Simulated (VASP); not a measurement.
# KF (Pm-3m) in VASP: settings compared

KF is run at these levels: PBE, PBEsol, RPBE, SVWN5; tasks: single point.

Program: VASP 6.6.1. These are calculated values, not measurements. Logs are shortened: lines on timing, memory, paths and dates and some standing lists are left out, and cuts for length are marked.

### 1 The cell of the first run

Symmetry: Pm-3m, No. 221, cubic system. The conventional cell has a = 3.259 Å, b = 3.259 Å, c = 3.259 Å, α = 90.00°, β = 90.00°, γ = 90.00°. K (site symmetry m-3m) has 8 F at 2.82 Å and 6 K at 3.26 Å within 3.7 Å. Within 3.7 Å of F (site symmetry m-3m) lie 8 K at 2.82 Å and 6 F at 3.26 Å.

### 2 Single point, PBE

File INCAR:

```
PREC = Accurate ; ENCUT = 520
EDIFF = 1E-6 ; ISMEAR = -1
SIGMA = 0.06 ; LREAL = F
LASPH = T ; NELM = 80
ALGO = Normal ; ISIF = 2
LWAVE = F ; LCHARG = F
GGA = PE ; NBANDS = 15
```

File KPOINTS:

```
Automatic mesh
0
Gamma
  5 5 5
```

File POSCAR:

```
KF
1.0
    3.2589550000      0.0000000000      0.0000000000
    0.0000000000      3.2589550000      0.0000000000
    0.0000000000      0.0000000000      3.2589550000
K F
1 1
Direct
    0.0000000000      0.0000000000      0.0000000000
    0.5000000000      0.5000000000      0.5000000000
```

Potentials or basis: VASP PAW PBE potentials, release 64 (K_sv, F).

Command:

```console
$ cat potpaw_PBE.64/K_sv/POTCAR potpaw_PBE.64/F/POTCAR > POTCAR
$ mpirun -np 1 vasp_std > vasp.out
```

OUTCAR:

```text
PREC = Accurate
   ENCUT = 520
   EDIFF = 1E-6
   ISMEAR = -1
   LREAL = F
   LASPH = T
   NELM = 80
   ISIF = 2
   GGA = PE

 ion  position               nearest neighbor table
   1  0.000  0.000  0.000-   2 2.82   2 2.82   2 2.82   2 2.82   2 2.82   2 2.82   2 2.82   2 2.82

   2  0.500  0.500  0.500-   1 2.82   1 2.82   1 2.82   1 2.82   1 2.82   1 2.82   1 2.82   1 2.82

  LATTYP: Found a simple cubic cell.
 ALAT       =     3.2589550000

  Lattice vectors:

 A1 = (   3.2589550000,   0.0000000000,   0.0000000000)
 A2 = (   0.0000000000,   3.2589550000,   0.0000000000)
 A3 = (   0.0000000000,   0.0000000000,   3.2589550000)

Analysis of symmetry for initial positions (statically):
=====================================================================
 Subroutine PRICEL returns:
 Original cell was already a primitive cell.

 Routine SETGRP: Setting up the symmetry group for a
 simple cubic supercell.

 Subroutine GETGRP returns: Found 48 space group operations
 (whereof 48 operations were pure point group operations)
 out of a pool of 48 trial point group operations.

The static configuration has the point symmetry O_h .

Analysis of symmetry for dynamics (positions and initial velocities):
=====================================================================
 Subroutine PRICEL returns:
 Original cell was already a primitive cell.

 Routine SETGRP: Setting up the symmetry group for a
 simple cubic supercell.

 Subroutine GETGRP returns: Found 48 space group operations
 (whereof 48 operations were pure point group operations)
 out of a pool of 48 trial point group operations.

The dynamic configuration has the point symmetry O_h .

 Subroutine INISYM returns: Found 48 space group operations
 (whereof 48 operations are pure point group operations),
 and found     1 'primitive' translations

----------------------------------------------------------------------------------------

                                     Primitive cell

  volume of cell :      34.6127

  direct lattice vectors                    reciprocal lattice vectors
     3.258955000  0.000000000  0.000000000     0.306846827  0.000000000  0.000000000
     0.000000000  3.258955000  0.000000000     0.000000000  0.306846827  0.000000000
     0.000000000  0.000000000  3.258955000     0.000000000  0.000000000  0.306846827

  length of vectors
     3.258955000  3.258955000  3.258955000     0.306846827  0.306846827  0.306846827

  position of ions in fractional coordinates (direct lattice)
     0.000000000  0.000000000  0.000000000
     0.500000000  0.500000000  0.500000000

  ion indices of the primitive-cell ions
   primitive index   ion index
                 1           1
                 2           2

----------------------------------------------------------------------------------------

 KPOINTS: Automatic mesh

Automatic generation of k-mesh.
 Grid dimensions read from file:
 generate k-points for:    5    5    5

 Generating k-lattice:

  Cartesian coordinates                     Fractional coordinates (reciprocal lattice)
     0.061369365  0.000000000  0.000000000     0.200000000  0.000000000  0.000000000
     0.000000000  0.061369365  0.000000000     0.000000000  0.200000000  0.000000000
     0.000000000  0.000000000  0.061369365     0.000000000  0.000000000  0.200000000

  Length of vectors
     0.061369365  0.061369365  0.061369365

  Shift w.r.t. Gamma in fractional coordinates (k-lattice)
     0.000000000  0.000000000  0.000000000

 Subroutine IBZKPT returns following result:
 ===========================================

 Found     10 irreducible k-points:

 Following reciprocal coordinates:
            Coordinates               Weight
  0.000000  0.000000  0.000000      1.000000
  0.200000  0.000000  0.000000      6.000000
  0.400000  0.000000  0.000000      6.000000
  0.200000  0.200000  0.000000     12.000000
  0.400000  0.200000  0.000000     24.000000
  0.400000  0.400000  0.000000     12.000000
  0.200000  0.200000  0.200000      8.000000
  0.400000  0.200000  0.200000     24.000000
  0.400000  0.400000  0.200000     24.000000
  0.400000  0.400000  0.400000      8.000000
   k-points           NKPTS =     10   k-points in BZ     NKDIM =     10   number of bands    NBANDS=     15
   number of dos      NEDOS =    301   number of ions     NIONS =      2
   total plane-waves  NPLWV =  13824
   dimension x,y,z NGX =    24 NGY =   24 NGZ =   24
   dimension x,y,z NGXF=    48 NGYF=   48 NGZF=   48
   ions per type =               1   1
   NGX,Y,Z   is equivalent  to a cutoff of  12.24, 12.24, 12.24 a.u.
   NGXF,Y,Z  is equivalent  to a cutoff of  24.49, 24.49, 24.49 a.u.
 SYSTEM =  unknown system
   PREC   = accura    normal or accurate (medium, high low for compatibility)
   ISTART =      0    job   : 0-new  1-cont  2-samecut
   ICHARG =      2    charge: 1-file 2-atom 10-const
   ISPIN  =      1    spin polarized calculation?
   LNONCOLLINEAR =      F non collinear calculations
   LSORBIT =      F    spin-orbit coupling
   LASPH  =      T    aspherical Exc in radial PAW
   ENCUT  =  520.0 eV  38.22 Ry    6.18 a.u.   6.06  6.06  6.06*2*pi/ulx,y,z
   NELM   =     80;   NELMIN=  2; NELMDL= -5     # of ELM steps
   EDIFF  = 0.1E-05   stopping-criterion for ELM
   LREAL  =      F    real-space projection
   EDIFFG = 0.1E-04   stopping-criterion for IOM
   NSW    =      0    number of steps for IOM
   IBRION =     -1    ionic relax: 0-MD 1-quasi-New 2-CG
   NFREE  =      0    steps in history (QN), initial steepest desc. (CG)
   ISIF   =      2    stress and relaxation
   ISYM   =      2    0-nonsym 1-usesym 2-fastsym
   POTIM  = 0.5000    time-step for ionic-motion
   TEBEG  =    0.0;   TEEND  =   0.0 temperature during run
   PSTRESS=    0.0 pullay stress
   NELECT =      16.0000    total number of electrons
   NUPDOWN=      -1.0000    fix difference up-down
   EMIN   =  10.00;   EMAX   =-10.00  energy-range for DOS
   EFERMI =   0.00;   METHOD = LEGACY
   ISMEAR =    -1;   SIGMA  =   0.06  broadening in eV -4-tet -1-fermi 0-gaus
   EFERMI_NEDOS =   21; number of points for ismear=-14 and -15
   IALGO  =     38    algorithm
   IMIX   =      4    mixing-type and parameters
     AMIX     =   0.40;   BMIX     =  1.00
     AMIX_MAG =   1.60;   BMIX_MAG =  1.00
  volume/ion in A,a.u.               =      17.31       116.79
  Fermi-wavevector in a.u.,A,eV,Ry     =   1.265814  2.392041 21.800402  1.602284
  Thomas-Fermi vector in A             =   2.399047
   LORBIT       =      0    0 simple, 1 ext, 2 COOP (PROOUT), +10 PAW based schemes
   GGA     = PE    functional components
   LHFCALC =     F    Hartree Fock is set to
   AEXX    =    0.0000 exact exchange contribution
   IVDW    =     0    specifies the selected vdW correction
   LEPSILON=     F    determine dielectric tensor
   LRPA    =     F    only Hartree local field effects (RPA)
 non-spin polarized calculation
  energy-cutoff  :      520.00
  volume of cell :       34.61
 maximum number of plane-waves:       948
   NGX = 13   NGY = 13   NGZ = 13

 number of electron      15.9999992 magnetization

 Free energy of the ion-electron system (eV)
  ---------------------------------------------------
  ext. energy  EPLUGINS =         0.00000000
  ---------------------------------------------------
  free energy    TOTEN  =        -8.09360040 eV

  energy without entropy =       -8.09360040  energy(sigma->0) =       -8.09360040

 E-fermi :  -0.7014     XC(G=0):  -9.0242

 val. band max:       -2.0644400487   @ k =   0.4000   0.4000   0.0000
 cond. band min:       4.2205700509   @ k =   0.0000   0.0000   0.0000
 fundamental gap:      6.2850100996
 Fermi energy:        -0.7014356683

 k-point     1 :       0.0000    0.0000    0.0000
  band No.  band energies     occupation
      1     -29.0575      2.00000
      2     -20.9349      2.00000
      3     -12.0891      2.00000
      4     -12.0891      2.00000
      5     -12.0891      2.00000
      6      -2.0877      2.00000
      7      -2.0877      2.00000
      8      -2.0877      2.00000
      9       4.2206      0.00000
     10       6.2533      0.00000
     11       6.2533      0.00000
     12      11.7796      0.00000
     13      11.7796      0.00000
     14      11.7796      0.00000
     15      18.8671      0.00000

 k-point     2 :       0.2000    0.0000    0.0000
  band No.  band energies     occupation
      1     -29.0149      2.00000
      2     -20.9436      2.00000
      3     -12.3349      2.00000
      4     -12.0517      2.00000
      5     -12.0517      2.00000
      6      -2.5431      2.00000
      7      -2.1241      2.00000
      8      -2.1241      2.00000
      9       5.2008      0.00000
     10       6.5468      0.00000
     11       7.0952      0.00000
     12      11.1999      0.00000
     13      11.1999      0.00000
     14      11.8926      0.00000
     15      16.7559      0.00000

 k-point     3 :       0.4000    0.0000    0.0000
  band No.  band energies     occupation
      1     -28.9446      2.00000
      2     -20.9611      2.00000
      3     -12.7027      2.00000
      4     -11.9900      2.00000
      5     -11.9900      2.00000
      6      -3.1584      2.00000
      7      -2.1865      2.00000
      8      -2.1865      2.00000
      9       6.9543      0.00000
     10       7.1264      0.00000
     11       8.5834      0.00000
     12      10.4732      0.00000
     13      10.4732      0.00000
     14      12.0863      0.00000
     15      14.8435      0.00000
[... 91 lines left out ...]
 k-point     9 :       0.4000    0.4000    0.2000
  band No.  band energies     occupation
      1     -28.8158      2.00000
      2     -20.8395      2.00000
      3     -12.7254      2.00000
      4     -12.7109      2.00000
      5     -12.1975      2.00000
      6      -2.7863      2.00000
      7      -2.7355      2.00000
      8      -2.3947      2.00000
      9       7.3090      0.00000
     10       8.2551      0.00000
     11       9.2592      0.00000
     12       9.2599      0.00000
     13      11.1291      0.00000
     14      11.6250      0.00000
     15      14.9377      0.00000

 k-point    10 :       0.4000    0.4000    0.4000
  band No.  band energies     occupation
      1     -28.7609      2.00000
      2     -20.7930      2.00000
      3     -12.6442      2.00000
      4     -12.6196      2.00000
      5     -12.6196      2.00000
      6      -2.9486      2.00000
      7      -2.9486      2.00000
      8      -2.8420      2.00000
      9       8.1060      0.00000
     10       8.5642      0.00000
     11       8.5642      0.00000
     12      11.2907      0.00000
     13      11.2907      0.00000
     14      11.9395      0.00000
     15      15.4388      0.00000

------------------------ aborting loop because EDIFF is reached ----------------------------------------

  FORCE on cell =-STRESS in cart. coord.  units (eV):
  Direction    XX          YY          ZZ          XY          YZ          ZX
  --------------------------------------------------------------------------------------
  -------------------------------------------------------------------------------------
  Total       -0.0022885     -0.0022885     -0.0022885      0.0000000      0.0000000     -0.0000000
  in kB       -0.1059337     -0.1059337     -0.1059337      0.0000000      0.0000000     -0.0000000
  external PRESSURE =      -0.1059337 kB  Pullay stress =       0.0000000 kB

 VOLUME and BASIS-vectors are now :
 -----------------------------------------------------------------------------
  energy-cutoff  :      520.00
  volume of cell :       34.61
      direct lattice vectors                 reciprocal lattice vectors
     3.258955000  0.000000000  0.000000000     0.306846827  0.000000000  0.000000000
     0.000000000  3.258955000  0.000000000     0.000000000  0.306846827  0.000000000
     0.000000000  0.000000000  3.258955000     0.000000000  0.000000000  0.306846827

 POSITION                                       TOTAL-FORCE (eV/Angst)
 -----------------------------------------------------------------------------------
      0.00000      0.00000      0.00000         0.000000      0.000000      0.000000
      1.62948      1.62948      1.62948         0.000000      0.000000      0.000000
 -----------------------------------------------------------------------------------
    total drift:                                0.000000      0.000000     -0.000000

  FREE ENERGIE OF THE ION-ELECTRON SYSTEM (eV)
  ---------------------------------------------------
  free  energy   TOTEN  =        -8.0936004019 eV

  energy  without entropy=       -8.0936004018  energy(sigma->0) =       -8.09360040
```

It took 5.4 s on 1 thread of Intel Xeon 8259CL, shared host; peak memory 0.13 GiB.

What came out:

* Free energy: -8.0936 eV
* Pressure: 0.0 GPa
* Band gap on the k mesh: 6.29 eV (least direct gap 6.31 eV)

Levels at points of the mesh, in eV from the valence-band top:
```tsv
k point	band 4	band 5	band 6	band 7	band 8	band 9	band 10	band 11	band 12	band 13
(0.00, 0.00, 0.00)	-10.02	-10.02	-0.02	-0.02	-0.02	6.29	8.32	8.32	13.84	13.84
```

Caveat: an odd mesh through Γ misses points on the zone boundary, where band edges can lie.

### 3 Single point, PBEsol

File INCAR:

```
PREC = Accurate ; ENCUT = 520
EDIFF = 1E-6 ; ISMEAR = 0
SIGMA = 0.02 ; LREAL = F
LASPH = T ; NELM = 80
ALGO = Normal ; ISIF = 2
LWAVE = F ; LCHARG = F
GGA = PS ; NBANDS = 15
```

File KPOINTS:

```
regular mesh
0
Gamma
  8 8 8
```

POSCAR is that of step 2.

Potentials or basis: VASP PAW PBE potentials, release 64 (K_sv, F).

Command:

```console
$ cat potpaw_PBE.64/K_sv/POTCAR potpaw_PBE.64/F/POTCAR > POTCAR
$ mpirun -np 1 vasp_std > vasp.out
```

Wall time 14 s (1 thread of Intel Xeon 8259CL, shared host); peak memory 0.14 GiB.

It converged, with:

```yaml
Free_energy: -8.3393 eV
Pressure: -2.5 GPa
Band_gap_on_the_k_mesh: 6.10 eV (least direct gap 6.15 eV)
```

Levels at points of the mesh, in eV from the valence-band top:
```tsv
k point	band 5	band 6	band 7	band 8	band 9	band 10	band 11	band 12
(0.00, 0.00, 0.00)	-9.92	-0.05	-0.05	-0.05	6.10	8.21	8.21	13.85
(0.50, 0.00, 0.00)	-9.81	-1.25	-0.17	-0.17	9.23	9.25	10.71	12.39
(0.50, 0.50, 0.00)	-9.73	-0.62	-0.62	0.00	8.36	8.88	11.83	11.83
(0.50, 0.50, 0.50)	-10.51	-1.05	-1.05	-1.05	10.36	10.36	10.36	15.03
```

Caveat: the PAW data sets were made with another functional, which shifts forces and pressure a little.

### 4 Single point, PBE

File INCAR:

```
SYSTEM = KF
ALGO = Normal
EDIFF = 1E-7
ENCUT = 520
GGA = PE
ISIF = 2
ISMEAR = 0
LASPH = .TRUE.
LCHARG = .TRUE.
LELF = .TRUE.
LREAL = .FALSE.
LVHAR = .TRUE.
LWAVE = .FALSE.
NBANDS = 15
NELM = 60
PREC = Accurate
SIGMA = 0.1
```

File KPOINTS:

```
k-points
0
G
  8 8 8
  0 0 0
```

POSCAR is that of step 3.

Potentials or basis: VASP PAW PBE potentials, release 64 (K_sv, F).

Command:

```console
$ cat potpaw_PBE.64/K_sv/POTCAR potpaw_PBE.64/F/POTCAR > POTCAR
$ mpirun -np 1 vasp_std > vasp.out
```

OUTCAR:

```text
SYSTEM = KF
   EDIFF = 1E-7
   ENCUT = 520
   GGA = PE
   ISIF = 2
   ISMEAR = 0
   LASPH = .TRUE.
   LREAL = .FALSE.
   NELM = 60
   PREC = Accurate

 ion  position               nearest neighbor table
   1  0.000  0.000  0.000-   2 2.82   2 2.82   2 2.82   2 2.82   2 2.82   2 2.82   2 2.82   2 2.82

   2  0.500  0.500  0.500-   1 2.82   1 2.82   1 2.82   1 2.82   1 2.82   1 2.82   1 2.82   1 2.82

  LATTYP: Found a simple cubic cell.
 ALAT       =     3.2589550000

  Lattice vectors:

 A1 = (   3.2589550000,   0.0000000000,   0.0000000000)
 A2 = (   0.0000000000,   3.2589550000,   0.0000000000)
[... 610 lines left out ...]
     12       9.7134      0.00000
     13      10.9037      0.00000
     14      12.2522      0.00000
     15      14.1492      0.00000

 [... further k-points ...]
[... 5 lines left out ...]
  --------------------------------------------------------------------------------------
  -------------------------------------------------------------------------------------
  Total       -0.0026346     -0.0026346     -0.0026346     -0.0000000     -0.0000000     -0.0000000
  in kB       -0.1219527     -0.1219527     -0.1219527     -0.0000000     -0.0000000     -0.0000000
  external PRESSURE =      -0.1219527 kB  Pullay stress =       0.0000000 kB

 VOLUME and BASIS-vectors are now :
 -----------------------------------------------------------------------------
  energy-cutoff  :      520.00
  volume of cell :       34.61
      direct lattice vectors                 reciprocal lattice vectors
     3.258955000  0.000000000  0.000000000     0.306846827  0.000000000  0.000000000
     0.000000000  3.258955000  0.000000000     0.000000000  0.306846827  0.000000000
     0.000000000  0.000000000  3.258955000     0.000000000  0.000000000  0.306846827

 POSITION                                       TOTAL-FORCE (eV/Angst)
 -----------------------------------------------------------------------------------
      0.00000      0.00000      0.00000         0.000000      0.000000      0.000000
      1.62948      1.62948      1.62948         0.000000      0.000000      0.000000
 -----------------------------------------------------------------------------------
    total drift:                                0.000000      0.000000     -0.000000

  FREE ENERGIE OF THE ION-ELECTRON SYSTEM (eV)
  ---------------------------------------------------
  free  energy   TOTEN  =        -8.0936475288 eV

  energy  without entropy=       -8.0936475288  energy(sigma->0) =       -8.09364753
```

stdout:

```text
POSCAR found type information on POSCAR K F
 POSCAR found :  2 types and       2 ions
 scaLAPACK will be used
 LDA part: xc-table for (Slater+PW92), standard interpolation
 POSCAR, INCAR and KPOINTS ok, starting setup
 FFT: planning ... GRIDC
 FFT: planning ... GRID_SOFT
 FFT: planning ... GRID
 WAVECAR not read
 entering main loop
```

Run time: 20 s. Hardware: 1 thread of Intel Xeon 8259CL, shared host; peak memory 0.15 GiB.

Results:

```yaml
Free_energy: -8.0936 eV
Pressure: 0.0 GPa
Band_gap_on_the_k_mesh: 6.26 eV (least direct gap 6.31 eV)
```

Levels at points of the mesh, in eV from the valence-band top:
| k point | band 5 | band 6 | band 7 | band 8 | band 9 | band 10 | band 11 | band 12 |
| --- | --- | --- | --- | --- | --- | --- | --- | --- |
| (0.00, 0.00, 0.00) | -10.05 | -0.05 | -0.05 | -0.05 | 6.26 | 8.29 | 8.29 | 13.81 |
| (0.50, 0.00, 0.00) | -9.94 | -1.22 | -0.16 | -0.16 | 9.28 | 9.35 | 10.86 | 12.40 |
| (0.50, 0.50, 0.00) | -9.86 | -0.62 | -0.62 | 0.00 | 8.46 | 8.97 | 11.86 | 11.86 |
| (0.50, 0.50, 0.50) | -10.63 | -1.03 | -1.03 | -1.03 | 10.43 | 10.43 | 10.43 | 15.20 |

(Part 1 of 2 ends here.)
